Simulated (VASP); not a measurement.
# AgGeI6 (P-1) in VASP: single point with r2SCAN

Aim: the single point of AgGeI6 with r2SCAN.

Program: VASP 6.6.1. These are calculated values, not measurements. Logs are shortened: lines on timing, memory, paths and dates and some standing lists are left out, and cuts for length are marked.

**1. The cell of the first run**

The typed cell holds 8 atoms: a = 7.239 Å, b = 7.307 Å, c = 7.834 Å, α = 115.67°, β = 89.30°, γ = 118.78°.

**2. Single point, r2SCAN**

The input, POSCAR:

```
AgGeI6
1.0
    7.2388240000      0.0000000000      0.0000000000
   -3.5179380000      6.4043840000      0.0000000000
    0.0957160000     -3.8193700000      6.8394090000
I Ag Ge
6 1 1
Direct
    0.2508000000      0.8537000000      0.7367000000
    0.7492000000      0.1463000000      0.2633000000
    0.5758000000      0.4399000000      0.7232000000
    0.4242000000      0.5601000000      0.2768000000
    0.8644000000      0.1243000000      0.7376000000
    0.1356000000      0.8757000000      0.2624000000
    0.0000000000      0.0000000000      0.0000000000
    0.5000000000      0.0000000000      0.5000000000
```

The input, INCAR.step1:

```
SYSTEM = AgGeI6
PREC = Accurate ; ENCUT = 520
ISMEAR = -1 ; SIGMA = 0.1007
LREAL = .False. ; LASPH = .True.
NELM = 80 ; NBANDS = 44
GGA = PE ; ALGO = Normal
EDIFF = 1E-4 ; LWAVE = .True.
LCHARG = .False.
```

The input, INCAR.step2:

```
SYSTEM = AgGeI6
PREC = Accurate ; ENCUT = 520
EDIFF = 1E-6 ; ISMEAR = -1
SIGMA = 0.1007 ; LREAL = .False.
LASPH = .True. ; NELM = 80
ALGO = Normal ; ISIF = 2
LWAVE = .False. ; LCHARG = .False.
METAGGA = R2SCAN ; LMIXTAU = .True.
NBANDS = 44 ; ISTART = 1
```

The input, KPOINTS:

```
Automatic mesh
0
Gamma
  3 3 3
  0 0 0.5
```

Potentials or basis: VASP PAW PBE potentials, release 64 (I, Ag, Ge_d).

The run is started by

```bash
> cat potpaw_PBE.64/I/POTCAR potpaw_PBE.64/Ag/POTCAR potpaw_PBE.64/Ge_d/POTCAR > POTCAR
> cp INCAR.step1 INCAR
> mpirun -np 1 vasp_std > vasp.out
> cp INCAR.step2 INCAR
> mpirun -np 1 vasp_std > vasp.out
```

OUTCAR:

```text
SYSTEM = AgGeI6
   PREC = Accurate
   ENCUT = 520
   EDIFF = 1E-6
   ISMEAR = -1
   LREAL = .False.
   LASPH = .True.
   NELM = 80
   ISIF = 2
   METAGGA = R2SCAN
   ISTART = 1

 ion  position               nearest neighbor table
   1  0.251  0.854  0.737-   8 2.76   7 2.93
   2  0.749  0.146  0.263-   8 2.76   7 2.93
   3  0.576  0.440  0.723-   8 2.67   7 3.35
   4  0.424  0.560  0.277-   8 2.67   7 3.35
   5  0.864  0.124  0.738-   8 2.76   7 2.92
   6  0.136  0.876  0.262-   8 2.76   7 2.92
   7  0.000  0.000  0.000-   5 2.92   6 2.92   1 2.93   2 2.93   4 3.35   3 3.35
   8  0.500  0.000  0.500-   3 2.67   4 2.67   5 2.76   6 2.76   1 2.76   2 2.76

  LATTYP: Found a triclinic cell.
 ALAT       =     7.2388240000
 B/A-ratio  =     1.4645158242
 C/A-ratio  =     1.0094159604
 COS(alpha) =     0.0086272128
 COS(beta)  =     0.4814486755
 COS(gamma) =     0.6737908829

  Lattice vectors:

 A1 = (  -7.2388240000,   0.0000000000,   0.0000000000)
 A2 = (  -7.1431080000,  -3.8193700000,   6.8394090000)
 A3 = (  -3.5179380000,   6.4043840000,   0.0000000000)

Analysis of symmetry for initial positions (statically):
=====================================================================
 Subroutine PRICEL returns:
 Original cell was already a primitive cell.

 Routine SETGRP: Setting up the symmetry group for a
 triclinic supercell.

 Subroutine GETGRP returns: Found  2 space group operations
 (whereof  2 operations were pure point group operations)
 out of a pool of  2 trial point group operations.

The static configuration has the point symmetry S_2 .

Analysis of symmetry for dynamics (positions and initial velocities):
=====================================================================
 Subroutine PRICEL returns:
 Original cell was already a primitive cell.

 Routine SETGRP: Setting up the symmetry group for a
 triclinic supercell.

 Subroutine GETGRP returns: Found  2 space group operations
 (whereof  2 operations were pure point group operations)
 out of a pool of  2 trial point group operations.

The dynamic configuration has the point symmetry S_2 .

 Subroutine INISYM returns: Found  2 space group operations
 (whereof  2 operations are pure point group operations),
 and found     1 'primitive' translations

----------------------------------------------------------------------------------------

                                     Primitive cell

  volume of cell :     317.0764

  direct lattice vectors                    reciprocal lattice vectors
     7.238824000  0.000000000  0.000000000     0.138143986  0.075882704  0.040442315
    -3.517938000  6.404384000  0.000000000     0.000000000  0.156143042  0.087195845
     0.095716000 -3.819370000  6.839409000     0.000000000  0.000000000  0.146211464

  length of vectors
     7.238824000  7.306984480  7.834172848     0.162719164  0.178840054  0.146211464

  position of ions in fractional coordinates (direct lattice)
     0.250800000  0.853700000  0.736700000
     0.749200000  0.146300000  0.263300000
     0.575800000  0.439900000  0.723200000
     0.424200000  0.560100000  0.276800000
     0.864400000  0.124300000  0.737600000
     0.135600000  0.875700000  0.262400000
     0.000000000  0.000000000  0.000000000
     0.500000000  0.000000000  0.500000000

  ion indices of the primitive-cell ions
   primitive index   ion index
                 1           1
                 2           2
                 3           3
                 4           4
                 5           5
                 6           6
                 7           7
                 8           8

----------------------------------------------------------------------------------------

 KPOINTS: Automatic mesh

Automatic generation of k-mesh.
 Grid dimensions read from file:
 generate k-points for:    3    3    3

 Generating k-lattice:

  Cartesian coordinates                     Fractional coordinates (reciprocal lattice)
     0.046047995  0.025294235  0.013480772     0.333333333  0.000000000 -0.000000000
     0.000000000  0.052047681  0.029065282     0.000000000  0.333333333  0.000000000
     0.000000000  0.000000000  0.048737155     0.000000000  0.000000000  0.333333333

  Length of vectors
     0.054239721  0.059613351  0.048737155

  Shift w.r.t. Gamma in fractional coordinates (k-lattice)
     0.000000000  0.000000000  0.500000000

 Subroutine IBZKPT returns following result:
 ===========================================

 Found     14 irreducible k-points:

 Following reciprocal coordinates:
            Coordinates               Weight
  0.000000  0.000000  0.166667      2.000000
  0.333333 -0.000000  0.166667      2.000000
 -0.333333  0.000000  0.166667      2.000000
  0.000000  0.333333  0.166667      2.000000
  0.333333  0.333333  0.166667      2.000000
 -0.333333  0.333333  0.166667      2.000000
  0.000000 -0.333333  0.166667      2.000000
  0.333333 -0.333333  0.166667      2.000000
 -0.333333 -0.333333  0.166667      2.000000
  0.000000  0.000000  0.500000      1.000000
  0.333333 -0.000000  0.500000      2.000000
  0.000000  0.333333  0.500000      2.000000
  0.333333  0.333333  0.500000      2.000000
 -0.333333  0.333333  0.500000      2.000000
   k-points           NKPTS =     14   k-points in BZ     NKDIM =     14   number of bands    NBANDS=     44
   number of dos      NEDOS =    301   number of ions     NIONS =      8
   total plane-waves  NPLWV = 174960
   dimension x,y,z NGX =    54 NGY =   54 NGZ =   60
   dimension x,y,z NGXF=   108 NGYF=  108 NGZF=  120
   ions per type =               6   1   1
   NGX,Y,Z   is equivalent  to a cutoff of  12.40, 12.29, 12.73 a.u.
   NGXF,Y,Z  is equivalent  to a cutoff of  24.80, 24.57, 25.46 a.u.
 SYSTEM =  AgGeI6
   PREC   = accura    normal or accurate (medium, high low for compatibility)
   ISTART =      1    job   : 0-new  1-cont  2-samecut
   ICHARG =      0    charge: 1-file 2-atom 10-const
   ISPIN  =      1    spin polarized calculation?
   LNONCOLLINEAR =      F non collinear calculations
   LSORBIT =      F    spin-orbit coupling
   LASPH  =      T    aspherical Exc in radial PAW
   ENCUT  =  520.0 eV  38.22 Ry    6.18 a.u.  13.46 13.59 14.57*2*pi/ulx,y,z
   NELM   =     80;   NELMIN=  2; NELMDL=  0     # of ELM steps
   EDIFF  = 0.1E-05   stopping-criterion for ELM
   LREAL  =      F    real-space projection
   EDIFFG = 0.1E-04   stopping-criterion for IOM
   NSW    =      0    number of steps for IOM
   IBRION =     -1    ionic relax: 0-MD 1-quasi-New 2-CG
   NFREE  =      0    steps in history (QN), initial steepest desc. (CG)
   ISIF   =      2    stress and relaxation
   ISYM   =      2    0-nonsym 1-usesym 2-fastsym
   POTIM  = 0.5000    time-step for ionic-motion
   TEBEG  =    0.0;   TEEND  =   0.0 temperature during run
   PSTRESS=    0.0 pullay stress
   NELECT =      67.0000    total number of electrons
   NUPDOWN=      -1.0000    fix difference up-down
   EMIN   =  10.00;   EMAX   =-10.00  energy-range for DOS
   EFERMI =   0.00;   METHOD = LEGACY
   ISMEAR =    -1;   SIGMA  =   0.10  broadening in eV -4-tet -1-fermi 0-gaus
   EFERMI_NEDOS =   21; number of points for ismear=-14 and -15
   IALGO  =     38    algorithm
   IMIX   =      4    mixing-type and parameters
     AMIX     =   0.40;   BMIX     =  1.00
     AMIX_MAG =   1.60;   BMIX_MAG =  1.00
  volume/ion in A,a.u.               =      39.63       267.47
  Fermi-wavevector in a.u.,A,eV,Ry     =   0.975091  1.842655 12.936451  0.950802
  Thomas-Fermi vector in A             =   2.105603
   LORBIT       =      0    0 simple, 1 ext, 2 COOP (PROOUT), +10 PAW based schemes
   METAGGA = R2SCAN    functional components
   LHFCALC =     F    Hartree Fock is set to
   AEXX    =    0.0000 exact exchange contribution
   IVDW    =     0    specifies the selected vdW correction
   LEPSILON=     F    determine dielectric tensor
   LRPA    =     F    only Hartree local field effects (RPA)
 non-spin polarized calculation
  energy-cutoff  :      520.00
  volume of cell :      317.08
 maximum number of plane-waves:      8559
 NGX is ok and might be reduce to    54
   NGX = 27   NGY = 27   NGZ = 29

 number of electron      67.0000002 magnetization

 Free energy of the ion-electron system (eV)
  ---------------------------------------------------
  ext. energy  EPLUGINS =         0.00000000
  ---------------------------------------------------
  free energy    TOTEN  =      -182.94683362 eV

  energy without entropy =     -182.71488211  energy(sigma->0) =     -182.83085787

 E-fermi :   1.8562     XC(G=0):  -8.4715

 val. band max:        1.8507727342   @ k =   0.0000   0.3333   0.1667
 cond. band min:       1.8733314002   @ k =   0.3333   0.3333   0.5000
 fundamental gap:      0.0225586660
 Fermi energy:         1.8562374196

 k-point     1 :       0.0000    0.0000    0.1667
  band No.  band energies     occupation
      1     -23.8978      2.00000
      2     -23.8794      2.00000
      3     -23.8679      2.00000
      4     -23.8498      2.00000
      5     -23.8469      2.00000
      6     -11.4517      2.00000
[... 36 lines left out ...]
     43       9.2938      0.00000
     44       9.6418      0.00000

 k-point     2 :       0.3333   -0.0000    0.1667
  band No.  band energies     occupation
      1     -23.8978      2.00000
      2     -23.8794      2.00000
      3     -23.8679      2.00000
      4     -23.8498      2.00000
      5     -23.8469      2.00000
      6     -11.3365      2.00000
[... 36 lines left out ...]
     43       9.1820      0.00000
     44       9.3082      0.00000

 k-point     3 :      -0.3333    0.0000    0.1667
  band No.  band energies     occupation
      1     -23.8978      2.00000
      2     -23.8794      2.00000
      3     -23.8679      2.00000
      4     -23.8498      2.00000
      5     -23.8469      2.00000
      6     -11.3587      2.00000
[... 36 lines left out ...]
     43       8.9429      0.00000
     44       9.1206      0.00000

 k-point     4 :       0.0000    0.3333    0.1667
  band No.  band energies     occupation
      1     -23.8978      2.00000
      2     -23.8794      2.00000
      3     -23.8679      2.00000
      4     -23.8498      2.00000
      5     -23.8469      2.00000
      6     -11.3279      2.00000
[... 412 lines left out ...]
     43       9.1086      0.00000
     44       9.2533      0.00000

 k-point    13 :       0.3333    0.3333    0.5000
  band No.  band energies     occupation
      1     -23.8978      2.00000
      2     -23.8794      2.00000
      3     -23.8679      2.00000
      4     -23.8498      2.00000
      5     -23.8469      2.00000
      6     -11.2704      2.00000
[... 36 lines left out ...]
     43       9.1294      0.00000
     44       9.2401      0.00000

 k-point    14 :      -0.3333    0.3333    0.5000
  band No.  band energies     occupation
      1     -23.8978      2.00000
      2     -23.8794      2.00000
      3     -23.8679      2.00000
      4     -23.8498      2.00000
      5     -23.8469      2.00000
      6     -11.2964      2.00000
[... 36 lines left out ...]
     43       9.4624      0.00000
     44       9.5791      0.00000

------------------------ aborting loop because EDIFF is reached ----------------------------------------

  FORCE on cell =-STRESS in cart. coord.  units (eV):
  Direction    XX          YY          ZZ          XY          YZ          ZX
  --------------------------------------------------------------------------------------
  -------------------------------------------------------------------------------------
  Total       -0.1445692      1.1806168     -1.3580079      0.1444168      0.4516183      0.3559119
  in kB       -0.7305039      5.9656202     -6.8619716      0.7297334      2.2820130      1.7984116
  external PRESSURE =      -0.5422851 kB  Pullay stress =       0.0000000 kB

 VOLUME and BASIS-vectors are now :
 -----------------------------------------------------------------------------
  energy-cutoff  :      520.00
  volume of cell :      317.08
      direct lattice vectors                 reciprocal lattice vectors
     7.238824000  0.000000000  0.000000000     0.138143986  0.075882704  0.040442315
    -3.517938000  6.404384000  0.000000000     0.000000000  0.156143042  0.087195845
     0.095716000 -3.819370000  6.839409000     0.000000000  0.000000000  0.146211464

 POSITION                                       TOTAL-FORCE (eV/Angst)
 -----------------------------------------------------------------------------------
     -1.11725      2.65369      5.03859        -0.130439     -0.326482      0.191449
      4.93385     -0.06868      1.80082         0.130439      0.326482     -0.191449
      2.68980      0.05512      4.94626        -0.084153      0.414820      0.253983
      1.12681      2.52989      1.89315         0.084153     -0.414820     -0.253983
      5.89056     -2.02110      5.04475         0.363781      0.065834      0.279339
     -2.07396      4.60612      1.79466        -0.363781     -0.065834     -0.279339
      0.00000      0.00000      0.00000        -0.000000     -0.000000      0.000000
      3.66727     -1.90969      3.41970         0.000000      0.000000      0.000000
 -----------------------------------------------------------------------------------
    total drift:                                0.000000     -0.000000      0.000000

  FREE ENERGIE OF THE ION-ELECTRON SYSTEM (eV)
  ---------------------------------------------------
  free  energy   TOTEN  =      -182.9468336210 eV

  energy  without entropy=     -182.7148821118  energy(sigma->0) =     -182.83085787
```

It took 13 min on 1 thread of AMD EPYC 7R13, shared host; peak memory 0.55 GiB.

What came out:

* Free energy: -182.9468 eV
* Pressure: -0.1 GPa
* Largest force: 0.494 eV/Å
* Band gap on the k mesh: zero (an odd number of electrons rules out a gap without spin polarisation)

Forces on the atoms (eV/Å):
```
I   -0.130 -0.326  0.191
I    0.130  0.326 -0.191
I   -0.084  0.415  0.254
I    0.084 -0.415 -0.254
I    0.364  0.066  0.279
I   -0.364 -0.066 -0.279
Ag   0.000  0.000  0.000
Ge   0.000  0.000  0.000
```

Caveat: the PAW data sets were made with another functional, which shifts forces and pressure a little; spin-orbit coupling is left out, which moves the levels of the heavy elements; an odd number of electrons without spin polarisation forces a metal; a magnetic or distorted state may lie lower.
